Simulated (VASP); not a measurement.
The system is NaH.

```
CELL_PARAMETERS angstrom
3.95331 0.00000 0.00000
-1.97665 3.42366 0.00000
0.00000 0.00000 4.82832
ATOMIC_POSITIONS crystal
Na 0.33333 0.66667 0.25000
Na 0.66667 0.33333 0.75000
H 0.66667 0.33333 0.25000
H 0.33333 0.66667 0.75000
```

Base run:

```yaml
Program: VASP 6.6.1
Functional: HSE06
Potentials_or_basis: VASP PAW PBE potentials, release 64 (Na_pv, H)
Cutoff: 520 eV
k_mesh: 6 × 6 × 4
Occupations: gaussian, width 0.01 eV
Spin: no spin polarisation
```

Its results: band gap on the k mesh 4.26 eV, indirect (least direct gap 5.25 eV); pressure 0.1 GPa.

**Question.** The run is repeated on the same cell with these changes: functional from HSE06 to r2SCAN. What comes out?

**Answer.** Band gap on the k mesh 3.68 eV, indirect (least direct gap 4.57 eV); pressure -0.2 GPa.

HSE06 gives the wider gap, since exact exchange removes part of the self-interaction.

Caveats: the PAW data sets were made with another functional, which shifts forces and pressure a little.

A k mesh can miss the band edges.
